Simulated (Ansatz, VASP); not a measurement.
**Ga4AsP3 in VASP and in Ansatz**

```
CELL_PARAMETERS angstrom
5.56017 0.00000 0.00000
0.00000 5.56017 0.00000
0.00000 0.00000 5.56017
ATOMIC_POSITIONS crystal
Ga 0.75414 0.75414 0.24586
Ga 0.75414 0.24586 0.75414
Ga 0.24586 0.75414 0.75414
Ga 0.24586 0.24586 0.24586
P 0.50000 0.00000 0.00000
P 0.00000 0.50000 0.00000
P 0.00000 0.00000 0.50000
As 0.50000 0.50000 0.50000
```

Alike in both runs: functional PBE; k mesh 4 × 4 × 4; occupations gaussian, width 0.1 eV; no spin polarisation.

Ansatz relaxed the structure, and its values are those at the end. VASP's run is a single point on that final structure, the one shown.

```csv
,VASP,Ansatz
version,VASP 6.6.1,Ansatz 0.2.0
potentials or method,"VASP PAW PBE potentials, release 64 (Ga_d, P, As), cutoff 520 eV","scalar-relativistic, plane waves, PAW"
valence electrons in the cell,72,82
```

```tsv
	VASP	Ansatz	Ansatz less VASP
gap on the k mesh at the Fermi level (eV)	1.18	1.19	+0.003
least direct gap on the mesh (eV)	1.18	1.19	+0.003
pressure (GPa)	0.2	0.2	-0.03
rms of the force components (eV/Å)	0.023	0.017	-0.0057
```

VASP's potentials hold 72 valence electrons a cell and Ansatz's 82, so a difference there can come from the potentials and not from the codes.
